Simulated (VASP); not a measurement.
Here is a VASP 6.6.1 calculation.

INCAR

```
SYSTEM = CdTe
ALGO     = Normal         ! electronic algorithm
EDIFF    = 1E-6           ! SCF threshold, eV
ENCUT    = 520            ! plane-wave cutoff, eV
GGA      = PE             ! functional
ISIF     = 2              ! what is computed and relaxed
ISMEAR   = -1             ! smearing method
LASPH    = .TRUE.         ! aspherical terms in the spheres
LCHARG   = .FALSE.        ! write CHGCAR
LREAL    = .FALSE.        ! projectors in reciprocal space
LWAVE    = .FALSE.        ! write WAVECAR
NBANDS   = 16             ! bands
NELM     = 60             ! most SCF steps
PREC     = Accurate       ! precision mode
SIGMA    = 0.02           ! smearing width, eV
```

The input KPOINTS:

```
k-points
0
G
  6 6 6
  0 0 0
```

POSCAR

```
CdTe
1.0
    0.0000000000      3.2799551159      3.2799551159
    3.1159573601      0.0000000000      3.2799551159
    3.1159573601      3.2799551159      0.0000000000
Cd Te
1 1
Direct
    0.0000000000      0.0000000000      0.0000000000
    0.2500000000      0.2500000000      0.2500000000
```

Potentials or basis: VASP PAW PBE potentials, release 64 (Cd, Te).

The run is started by

```bash
$ cat potpaw_PBE.64/Cd/POTCAR potpaw_PBE.64/Te/POTCAR > POTCAR
$ mpirun -np 1 vasp_std > vasp.out
```

What does it give for the pressure?

3.4 GPa.

What does it give for the band gap on the k mesh?

0.71 eV, direct.

Stress tensor (GPa, compression positive):
```
3.82 0.00 0.00
0.00 3.20 0.00
0.00 0.00 3.20
```

Caveat: the cell differs from its parent crystal (uniaxial x strain -5.0%); spin-orbit coupling is left out, which moves the levels of the heavy elements.
